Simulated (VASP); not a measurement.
# Au (I4/mmm) in VASP: a series of runs

Runs on Au. Level: PBEsol. Tasks: single point.

All numbers are computed with VASP 6.6.1; they aren't measurements. Logs are shortened: lines on timing, memory, paths and dates and some standing lists are left out, and cuts for length are marked.

## 1. The cell of the first run

Symmetry: I4/mmm, No. 139, tetragonal system. Conventional cell: a = 3.149 Å, b = 3.149 Å, c = 3.397 Å, α = 90.00°, β = 90.00°, γ = 90.00°. Within 3.7 Å of Au (site symmetry 4/mmm) lie 14 Au at 2.80 to 3.40 Å.

## 2. Single point, PBEsol (strain -0.050 along x and y, +0.025 along z)

The input, INCAR:

```
SYSTEM = Au
PREC = Accurate
ENCUT = 520
EDIFF = 1E-6
ISMEAR = 0
SIGMA = 0.15
LREAL = .False.
LASPH = .True.
NELM = 100
ALGO = Normal
ISIF = 2
LWAVE = .False.
LCHARG = .False.
GGA = PS
NBANDS = 12
```

The input, KPOINTS:

```
Automatic mesh
0
Gamma
  20 20 20
  0 0 0
```

The input, POSCAR:

```
Au
1.0
   -1.5744055500      1.5744055500      1.6987007250
    1.5744055500     -1.5744055500      1.6987007250
    1.5744055500      1.5744055500     -1.6987007250
Au
1
Direct
    0.0000000000      0.0000000000      0.0000000000
```

Potentials or basis: VASP PAW PBE potentials, release 64 (Au).

Launch:

```sh
$ cat potpaw_PBE.64/Au/POTCAR > POTCAR
$ mpirun -np 1 vasp_std > vasp.out
```

OUTCAR:

```text
SYSTEM = Au
   PREC = Accurate
   ENCUT = 520
   EDIFF = 1E-6
   ISMEAR = 0
   LREAL = .False.
   LASPH = .True.
   NELM = 100
   ISIF = 2
   GGA = PS

 ion  position               nearest neighbor table
   1  0.000  0.000  0.000-

  LATTYP: Found a body centered tetragonal cell.
 ALAT       =     3.1488111000
 C/A-ratio  =     1.0789473684

  Lattice vectors:

 A1 = (  -1.5744055500,   1.5744055500,   1.6987007250)
 A2 = (   1.5744055500,  -1.5744055500,   1.6987007250)
 A3 = (   1.5744055500,   1.5744055500,  -1.6987007250)

Analysis of symmetry for initial positions (statically):
=====================================================================
 Subroutine PRICEL returns:
 Original cell was already a primitive cell.

 Routine SETGRP: Setting up the symmetry group for a
 body centered tetragonal supercell.

 Subroutine GETGRP returns: Found 16 space group operations
 (whereof 16 operations were pure point group operations)
 out of a pool of 16 trial point group operations.

The static configuration has the point symmetry D_4h.

Analysis of symmetry for dynamics (positions and initial velocities):
=====================================================================
 Subroutine PRICEL returns:
 Original cell was already a primitive cell.

 Routine SETGRP: Setting up the symmetry group for a
 body centered tetragonal supercell.

 Subroutine GETGRP returns: Found 16 space group operations
 (whereof 16 operations were pure point group operations)
 out of a pool of 16 trial point group operations.

The dynamic configuration has the point symmetry D_4h.

 Subroutine INISYM returns: Found 16 space group operations
 (whereof 16 operations are pure point group operations),
 and found     1 'primitive' translations

----------------------------------------------------------------------------------------

                                     Primitive cell

  volume of cell :      16.8426

  direct lattice vectors                    reciprocal lattice vectors
    -1.574405550  1.574405550  1.698700725     0.000000000  0.317580181  0.294342607
     1.574405550 -1.574405550  1.698700725     0.317580181  0.000000000  0.294342607
     1.574405550  1.574405550 -1.698700725     0.317580181  0.317580181  0.000000000

  length of vectors
     2.800551700  2.800551700  2.800551700     0.433006630  0.433006630  0.449126200

  position of ions in fractional coordinates (direct lattice)
     0.000000000  0.000000000  0.000000000

  ion indices of the primitive-cell ions
   primitive index   ion index
                 1           1

----------------------------------------------------------------------------------------

 KPOINTS: Automatic mesh

Automatic generation of k-mesh.
 Grid dimensions read from file:
 generate k-points for:   20   20   20

 Generating k-lattice:

  Cartesian coordinates                     Fractional coordinates (reciprocal lattice)
     0.000000000  0.015879009  0.014717130     0.050000000 -0.000000000  0.000000000
     0.015879009  0.000000000  0.014717130    -0.000000000  0.050000000  0.000000000
     0.015879009  0.015879009  0.000000000     0.000000000  0.000000000  0.050000000

  Length of vectors
     0.021650332  0.021650332  0.022456310

  Shift w.r.t. Gamma in fractional coordinates (k-lattice)
     0.000000000  0.000000000  0.000000000

 Subroutine IBZKPT returns following result:
 ===========================================

 Found    641 irreducible k-points:

 Following reciprocal coordinates:
            Coordinates               Weight
  0.000000  0.000000  0.000000      1.000000
  0.050000  0.000000 -0.000000      8.000000
  0.100000  0.000000 -0.000000      8.000000
  0.150000  0.000000  0.000000      8.000000
  0.200000  0.000000 -0.000000      8.000000
  0.250000  0.000000 -0.000000      8.000000
[... 16 lines left out ...]
 -0.400000  0.050000  0.000000     16.000000
 -0.350000  0.050000  0.000000     16.000000
 [... further k-points ...]
   k-points           NKPTS =    641   k-points in BZ     NKDIM =    641   number of bands    NBANDS=     12
   number of dos      NEDOS =    301   number of ions     NIONS =      1
   total plane-waves  NPLWV =  13824
   dimension x,y,z NGX =    24 NGY =   24 NGZ =   24
   dimension x,y,z NGXF=    48 NGYF=   48 NGZF=   48
   ions per type =               1
   NGX,Y,Z   is equivalent  to a cutoff of  14.25, 14.25, 14.25 a.u.
   NGXF,Y,Z  is equivalent  to a cutoff of  28.49, 28.49, 28.49 a.u.
 SYSTEM =  Au
   PREC   = accura    normal or accurate (medium, high low for compatibility)
   ISTART =      0    job   : 0-new  1-cont  2-samecut
   ICHARG =      2    charge: 1-file 2-atom 10-const
   ISPIN  =      1    spin polarized calculation?
   LNONCOLLINEAR =      F non collinear calculations
   LSORBIT =      F    spin-orbit coupling
   LASPH  =      T    aspherical Exc in radial PAW
   ENCUT  =  520.0 eV  38.22 Ry    6.18 a.u.   5.21  5.21  5.21*2*pi/ulx,y,z
   NELM   =    100;   NELMIN=  2; NELMDL= -5     # of ELM steps
   EDIFF  = 0.1E-05   stopping-criterion for ELM
   LREAL  =      F    real-space projection
   EDIFFG = 0.1E-04   stopping-criterion for IOM
   NSW    =      0    number of steps for IOM
   IBRION =     -1    ionic relax: 0-MD 1-quasi-New 2-CG
   NFREE  =      0    steps in history (QN), initial steepest desc. (CG)
   ISIF   =      2    stress and relaxation
   ISYM   =      2    0-nonsym 1-usesym 2-fastsym
   POTIM  = 0.5000    time-step for ionic-motion
   TEBEG  =    0.0;   TEEND  =   0.0 temperature during run
   PSTRESS=    0.0 pullay stress
   NELECT =      11.0000    total number of electrons
   NUPDOWN=      -1.0000    fix difference up-down
   EMIN   =  10.00;   EMAX   =-10.00  energy-range for DOS
   EFERMI =   0.00;   METHOD = LEGACY
   ISMEAR =     0;   SIGMA  =   0.15  broadening in eV -4-tet -1-fermi 0-gaus
   EFERMI_NEDOS =   21; number of points for ismear=-14 and -15
   IALGO  =     38    algorithm
   IMIX   =      4    mixing-type and parameters
     AMIX     =   0.40;   BMIX     =  1.00
     AMIX_MAG =   1.60;   BMIX_MAG =  1.00
  volume/ion in A,a.u.               =      16.84       113.66
  Fermi-wavevector in a.u.,A,eV,Ry     =   1.420373  2.684115 27.449197  2.017459
  Thomas-Fermi vector in A             =   2.541295
   LORBIT       =      0    0 simple, 1 ext, 2 COOP (PROOUT), +10 PAW based schemes
   GGA     = PS    functional components
   LHFCALC =     F    Hartree Fock is set to
   AEXX    =    0.0000 exact exchange contribution
   IVDW    =     0    specifies the selected vdW correction
   LEPSILON=     F    determine dielectric tensor
   LRPA    =     F    only Hartree local field effects (RPA)
 non-spin polarized calculation
 Gauss-broadening in eV      SIGMA  =   0.15
  energy-cutoff  :      520.00
  volume of cell :       16.84
 maximum number of plane-waves:       476
 NGX is ok and might be reduce to    24
   NGX = 11   NGY = 11   NGZ = 11

 number of electron      11.0000001 magnetization

 Free energy of the ion-electron system (eV)
  ---------------------------------------------------
  ext. energy  EPLUGINS =         0.00000000
  ---------------------------------------------------
  free energy    TOTEN  =        -3.90490481 eV

  energy without entropy =       -3.90185910  energy(sigma->0) =       -3.90338196

 E-fermi :   9.5091     XC(G=0): -12.9565

 val. band max:        9.4965679473   @ k =  -0.3500  -0.3500   0.3000
 cond. band min:       9.5193409542   @ k =   0.5000   0.1000  -0.0000
 fundamental gap:      0.0227730069
 Fermi energy:         9.5090916527

 k-point     1 :       0.0000    0.0000    0.0000
  band No.  band energies     occupation
      1      -0.5606      2.00000
      2       4.4230      2.00000
      3       4.4230      2.00000
      4       4.9052      2.00000
      5       6.2068      2.00000
      6       6.7636      2.00000
      7      25.1726      0.00000
      8      26.4232      0.00000
      9      26.4232      0.00000
     10      32.3137      0.00000
     11      34.2276      0.00000
     12      34.9557      0.00000

 k-point     2 :       0.0500    0.0000   -0.0000
  band No.  band energies     occupation
      1      -0.4690      2.00000
      2       4.4278      2.00000
      3       4.4432      2.00000
      4       4.9212      2.00000
      5       6.1855      2.00000
      6       6.7464      2.00000
      7      25.2343      0.00000
      8      26.3807      0.00000
      9      26.5411      0.00000
     10      31.4487      0.00000
     11      33.3978      0.00000
     12      34.6051      0.00000

 k-point     3 :       0.1000    0.0000   -0.0000
  band No.  band energies     occupation
      1      -0.2000      2.00000
      2       4.4396      2.00000
      3       4.4553      2.00000
      4       5.0188      2.00000
      5       6.1281      2.00000
      6       6.7054      2.00000
      7      25.3296      0.00000
      8      26.1187      0.00000
      9      26.8866      0.00000
     10      30.3583      0.00000
     11      31.8052      0.00000
     12      33.5639      0.00000
[... 286 lines left out ...]
 k-point    23 :      -0.4000    0.0500    0.0000
  band No.  band energies     occupation
      1       2.1222      2.00000
      2       3.7782      2.00000
      3       5.7818      2.00000
      4       6.3174      2.00000
      5       6.8504      2.00000
      6       7.6668      2.00000
      7      16.1146      0.00000
      8      22.8393      0.00000
      9      25.0850      0.00000
     10      30.7734      0.00000
     11      31.8347      0.00000
     12      32.3843      0.00000

 k-point    24 :      -0.3500    0.0500    0.0000
  band No.  band energies     occupation
      1       1.9919      2.00000
      2       3.8979      2.00000
      3       5.2237      2.00000
      4       6.0389      2.00000
      5       6.7681      2.00000
      6       7.0642      2.00000
      7      18.1195      0.00000
      8      23.4414      0.00000
      9      26.1577      0.00000
     10      30.1074      0.00000
     11      31.5184      0.00000
     12      32.0221      0.00000

 [... further k-points ...]
[... 5 lines left out ...]
  --------------------------------------------------------------------------------------
  -------------------------------------------------------------------------------------
  Total        0.1745443      0.1745443      0.2389935      0.0000000     -0.0000000      0.0000000
  in kB       16.6037527     16.6037527     22.7345576      0.0000000     -0.0000000      0.0000000
  external PRESSURE =      18.6473543 kB  Pullay stress =       0.0000000 kB

 VOLUME and BASIS-vectors are now :
 -----------------------------------------------------------------------------
  energy-cutoff  :      520.00
  volume of cell :       16.84
      direct lattice vectors                 reciprocal lattice vectors
    -1.574405550  1.574405550  1.698700725     0.000000000  0.317580181  0.294342607
     1.574405550 -1.574405550  1.698700725     0.317580181  0.000000000  0.294342607
     1.574405550  1.574405550 -1.698700725     0.317580181  0.317580181  0.000000000

 POSITION                                       TOTAL-FORCE (eV/Angst)
 -----------------------------------------------------------------------------------
      0.00000      0.00000      0.00000         0.000000     -0.000000      0.000000
 -----------------------------------------------------------------------------------
    total drift:                                0.000000      0.000000      0.000000

  FREE ENERGIE OF THE ION-ELECTRON SYSTEM (eV)
  ---------------------------------------------------
  free  energy   TOTEN  =        -3.9049048129 eV

  energy  without entropy=       -3.9018591003  energy(sigma->0) =       -3.90338196
```

It took 36 s on 1 thread of Intel Xeon 6975P-C (Granite Rapids), shared host; peak memory 0.25 GiB.

Results:

```
Free energy : -3.9049 eV
Pressure    : 1.9 GPa
```

Levels at points of the mesh, in eV from the Fermi level:
```
           k point  band 4  band 5  band 6  band 7  band 8  band 9
(0.00, 0.00, 0.00)   -4.60   -3.30   -2.75   15.66   16.91   16.91
(0.50, 0.00, 0.00)   -2.68   -1.45   -0.91    3.41   12.69   14.55
(0.50, 0.50, 0.00)   -2.56   -1.33   -0.46    4.03   11.67   12.82
(0.50, 0.50, 0.50)   -1.72   -1.72    4.82    6.99    6.99    9.54
```

Caveat: the cell differs from its parent crystal (strain -0.050 along x and y, +0.025 along z); the PAW data sets were made with another functional, which shifts forces and pressure a little; spin-orbit coupling is left out, which moves the levels of the heavy elements.

[end of part 1 of 2]
